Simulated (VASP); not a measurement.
A run of VASP 6.6.1 is set up as follows.

Contents of INCAR:

```
  ALGO = Normal
  EDIFF = 1E-6
  ENCUT = 520
  GGA = PE
  ISIF = 2
  ISMEAR = 0
  LASPH = True
  LCHARG = True
  LELF = True
  LREAL = False
  LVHAR = True
  LWAVE = False
  NBANDS = 11
  NELM = 80
  PREC = Accurate
  SIGMA = 0.05
```

Contents of KPOINTS:

```
k-points
0
Gamma
  12 12 12
```

The input POSCAR:

```
BN
1.0
    0.0000000000      1.6043068058      1.8557626440
    1.8557626440      0.0000000000      1.8557626440
    1.8557626440      1.6043068058      0.0000000000
B N
1 1
Direct
    0.0000000000      0.0000000000      0.0000000000
    0.7500000000      0.7500000000      0.7500000000
```

Potentials or basis: VASP PAW PBE potentials, release 64 (B, N).

Launch:

```console
$ cat potpaw_PBE.64/B/POTCAR potpaw_PBE.64/N/POTCAR > POTCAR
$ mpirun -np 1 vasp_std > vasp.out
```

Question: Predict the band gap on the k mesh.

Answer: 2.19 eV, indirect (least direct gap 7.86 eV).

Question: Estimate the pressure.

Answer: 31.4 GPa.

Stress tensor (GPa, compression positive):
```
 6.08  0.00  0.00
 0.00 81.93  0.00
 0.00  0.00  6.08
```

 A k mesh can miss the band edges.
